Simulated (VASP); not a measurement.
Here is a VASP 6.6.1 calculation.

INCAR

```
  ALGO = Normal
  EDIFF = 1E-8
  ENCUT = 520
  GGA = PS
  ISIF = 2
  ISMEAR = -1
  LASPH = True
  LCHARG = False
  LEFG = True
  LREAL = False
  LWAVE = False
  NBANDS = 22
  NELM = 80
  PREC = Accurate
  SIGMA = 0.03
```

File KPOINTS:

```
k-points
0
Gamma
  10 10 10
```

Contents of POSCAR:

```
Bi
1.0
    2.3175796175      1.3380552160      4.0315490999
   -2.3175796175      1.3380552160      4.0315490999
    0.0000000000     -2.6761104319      4.0315490999
Bi
2
Direct
    0.2338900000      0.2338900000      0.2338900000
    0.7661100000      0.7661100000      0.7661100000
```

Potentials or basis: VASP PAW PBE potentials, release 64 (Bi_d).

Command:

```console
$ cat potpaw_PBE.64/Bi_d/POTCAR > POTCAR
$ mpirun -np 1 vasp_std > vasp.out
```

(1) What does it give for the band gap on the k mesh?

(2) Estimate the largest force.

(3) What does it give for the pressure?

## Answers

(1) zero (bands 15 and 16 overlap by 0.18 eV).

(2) 0.128 eV/Å.

(3) -3.1 GPa.

Caveat: the cell stands under tension; without QUAD_EFG the Cq values of the log hold for a quadrupole moment of 1 mb, not for the nuclei; the PAW data sets were made with another functional, which shifts forces and pressure a little; spin-orbit coupling is left out, which moves the levels of the heavy elements.
